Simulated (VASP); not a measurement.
Input of a VASP 6.6.1 run:

Contents of INCAR:

```
SYSTEM = Al12Cl
  PREC = Accurate
  ENCUT = 520
  EDIFF = 1E-7
  ISMEAR = 0
  SIGMA = 0.1
  LREAL = .FALSE.
  LASPH = .TRUE.
  NELM = 80
  ALGO = Normal
  ISIF = 2
  LWAVE = .FALSE.
  LCHARG = .FALSE.
  LDIPOL = .TRUE.
  IDIPOL = 3
  DIPOL = 0.5 0.5 0.306
  GGA = PE
  IVDW = 12
  NBANDS = 34
```

KPOINTS

```
regular mesh
0
G
  5 5 1
  0 0 0
```

The input POSCAR:

```
Al12Cl
1.0
    5.6314608525      0.0000000000      0.0000000000
    0.0000000000      5.6314608525      0.0000000000
    0.0000000000      0.0000000000     21.1495692393
Al Cl
12 1
Direct
    0.2500000000      0.2500000000      0.1891291475
    0.2500000000      0.7500000000      0.1891291475
    0.7500000000      0.2500000000      0.1891291475
    0.7500000000      0.7500000000      0.1891291475
    0.0000000000      0.0000000000      0.2871045368
    0.0000000000      0.5000000000      0.2871045368
    0.5000000000      0.0000000000      0.2871045368
    0.5000000000      0.5000000000      0.2871045368
    0.2500000000      0.2500000000      0.3853302707
    0.2500000000      0.7500000000      0.3853302707
    0.7500000000      0.2500000000      0.3853302707
    0.7500000000      0.7500000000      0.3853302707
    0.5000000000      0.5000000000      0.5271771313
```

Potentials or basis: VASP PAW PBE potentials, release 64 (Al, Cl).

The run is started by

```bash
$ cat potpaw_PBE.64/Al/POTCAR potpaw_PBE.64/Cl/POTCAR > POTCAR
$ mpirun -np 1 vasp_std > vasp.out
```

Task: What does it give for the largest force?

Result: 1.601 eV/Å.

Task: What does it give for the dispersion energy per atom?

Result: -0.210 eV.

Forces in eV/Å, atoms in the order of the input:
```
Al  -0.013 -0.013  0.046
Al  -0.013  0.013  0.046
Al   0.013 -0.013  0.046
Al   0.013  0.013  0.046
Al   0.000  0.000 -0.055
Al   0.000  0.000  0.005
Al   0.000  0.000  0.005
Al   0.000  0.000  0.109
Al  -0.020 -0.020  0.338
Al  -0.020  0.020  0.338
Al   0.020 -0.020  0.338
Al   0.020  0.020  0.338
Cl   0.000  0.000 -1.601
```

Caveat: an odd number of electrons without spin polarisation forces a metal; a magnetic or distorted state may lie lower.
